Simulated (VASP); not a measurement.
A run of VASP 6.6.1 is set up as follows.

Contents of INCAR:

```
SYSTEM = Ga2O3
  PREC = Accurate
  ENCUT = 520
  EDIFF = 1E-6
  ISMEAR = -1
  SIGMA = 0.02
  LREAL = Auto
  LASPH = .TRUE.
  NELM = 80
  ALGO = Normal
  ISIF = 2
  LWAVE = .FALSE.
  LCHARG = .TRUE.
  GGA = PE
  LELF = .TRUE.
  LVHAR = .TRUE.
  NBANDS = 104
```

The input KPOINTS:

```
Automatic mesh
0
G
  3 5 5
  0 0 0
```

The input POSCAR:

```
Ga2O3
1.0
    6.9420000000      0.0000000000      0.0000000000
    0.0000000000      4.7320000000      0.0000000000
    0.0000000000      0.0000000000      4.9035500000
Ga O
8 12
Direct
    0.1170089971      0.7541432888      0.0351205650
    0.6170089971      0.7458567112      0.9648794350
    0.8829910029      0.7541432888      0.4648794350
    0.3829910029      0.7458567112      0.5351205650
    0.8829910029      0.2458567112      0.9648794350
    0.3829910029      0.2541432888      0.0351205650
    0.1170089971      0.2458567112      0.5351205650
    0.6170089971      0.2541432888      0.4648794350
    0.8472593861      0.6080989475      0.1043140685
    0.3472593861      0.8919010525      0.8956859315
    0.1527406139      0.6080989475      0.3956859315
    0.6527406139      0.8919010525      0.6043140685
    0.1527406139      0.3919010525      0.8956859315
    0.6527406139      0.1080989475      0.1043140685
    0.8472593861      0.3919010525      0.6043140685
    0.3472593861      0.1080989475      0.3956859315
    0.0000000000      0.0543384291      0.2500000000
    0.5000000000      0.4456615709      0.7500000000
    0.0000000000      0.9456615709      0.7500000000
    0.5000000000      0.5543384291      0.2500000000
```

Potentials or basis: VASP PAW PBE potentials, release 64 (Ga_d, O).

The run is started by

```sh
$ cat potpaw_PBE.64/Ga_d/POTCAR potpaw_PBE.64/O/POTCAR > POTCAR
$ mpirun -np 1 vasp_std > vasp.out
```

Q: What does it give for the pressure?

A: 62.1 GPa.

Q: What does it give for the band gap on the k mesh?

A: 4.19 eV (least direct gap 4.33 eV).

Q: Estimate the largest force.

A: 0.043 eV/Å.

Forces on the atoms (eV/Å):
```
Ga   0.038  0.000 -0.021
Ga   0.038  0.000  0.021
Ga  -0.038  0.000  0.021
Ga  -0.038  0.000 -0.021
Ga  -0.038  0.000  0.021
Ga  -0.038  0.000 -0.021
Ga   0.038  0.000 -0.021
Ga   0.038  0.000  0.021
O   -0.017 -0.010 -0.009
O   -0.017  0.010  0.009
O    0.017 -0.010  0.009
O    0.017  0.010 -0.009
O    0.017  0.010  0.009
O    0.017 -0.010 -0.009
O   -0.017  0.010 -0.009
O   -0.017 -0.010  0.009
O    0.000  0.041  0.000
O    0.000 -0.041  0.000
O    0.000 -0.041  0.000
O    0.000  0.041  0.000
```

Caveat: the cell differs from its parent crystal (z stretched by +1 %, then relaxed in part); the cell stands under pressure. A k mesh can miss the band edges.
